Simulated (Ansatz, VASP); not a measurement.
**One calculation of BaF2, two programs**

The input INCAR:

```
SYSTEM = BaF2
ALGO = Normal
EDIFF = 1E-6
ENCUT = 600
GGA_COMPAT = .FALSE.
ISIF = 2
ISMEAR = -1
LASPH = .TRUE.
LCHARG = .FALSE.
LREAL = .FALSE.
LWAVE = .FALSE.
NBANDS = 19
NELM = 120
PREC = Accurate
SIGMA = 0.01
```

Contents of KPOINTS:

```
k-points
0
G
  8 8 8
  0 0 0
```

Contents of POSCAR:

```
BaF2
1.0
    0.0000000000      3.1608507302      3.1608507302
    3.1608507302      0.0000000000      3.1608507302
    3.1608507302      3.1608507302      0.0000000000
Ba F
1 2
Direct
    0.0000000000      0.0000000000      0.0000000000
    0.2500000000      0.2500000000      0.2500000000
    0.7500000000      0.7500000000      0.7500000000
```

Input for Ansatz:

```yaml
crystal:
  lattice:
    - [0.0, 3.1608507302, 3.1608507302]
    - [3.1608507302, 0.0, 3.1608507302]
    - [3.1608507302, 3.1608507302, 0.0]
  atoms:
    - { symbol: Ba, position: [0.0, 0.0, 0.0] }
    - { symbol: F, position: [0.25, 0.25, 0.25] }
    - { symbol: F, position: [0.75, 0.75, 0.75] }
kpoints:
  mp_grid: { grid: [8, 8, 8] }
  band_path:
    path:
      - [0.0, 0.0, 0.0]
      - [0.5, 0.0, 0.5]
      - [0.625, 0.25, 0.625]
      - [0.375, 0.375, 0.75]
      - [0.0, 0.0, 0.0]
      - [0.5, 0.5, 0.5]
      - [0.5, 0.25, 0.75]
      - [0.5, 0.0, 0.5]
    npoints: 5
scf:
  occupations: { method: fermi_dirac, width: 0.01 }
hamiltonian:
  xc: lda
  pseudopotentials: { kind: all_electron, lapw: { basis_error: 0.001 } }
output:
  forces: true
  stress: true
  eigenvalues: true
```

Change from the starting cell: volume scaled by 1.06.

Alike in both runs: task single point; functional LDA; k mesh 8 × 8 × 8; occupations fermi-dirac, width 0.01 eV; no spin polarisation.

|  | VASP | Ansatz |
| --- | --- | --- |
| version | VASP 6.6.1 | Ansatz 0.2.0 |
| potentials or method | VASP PAW LDA potentials, release 64 (Ba_sv, F), cutoff 600 eV | all-electron LAPW, scalar-relativistic |

VASP gave:

| Quantity | Value |
| --- | --- |
| gap on the k mesh at the Fermi level (eV) | 6.15 |
| pressure (GPa) | -6.2 |

Question: What did Ansatz give for the same quantities?

Answer: gap on the k mesh at the Fermi level (eV): 6.20; pressure (GPa): -7.0.

LDA's correlation is that of Perdew and Zunger in VASP and of Perdew and Wang (1992) in Ansatz. Ansatz ran all-electron here, and VASP with PAW potentials.

Neither program's run includes spin-orbit coupling.
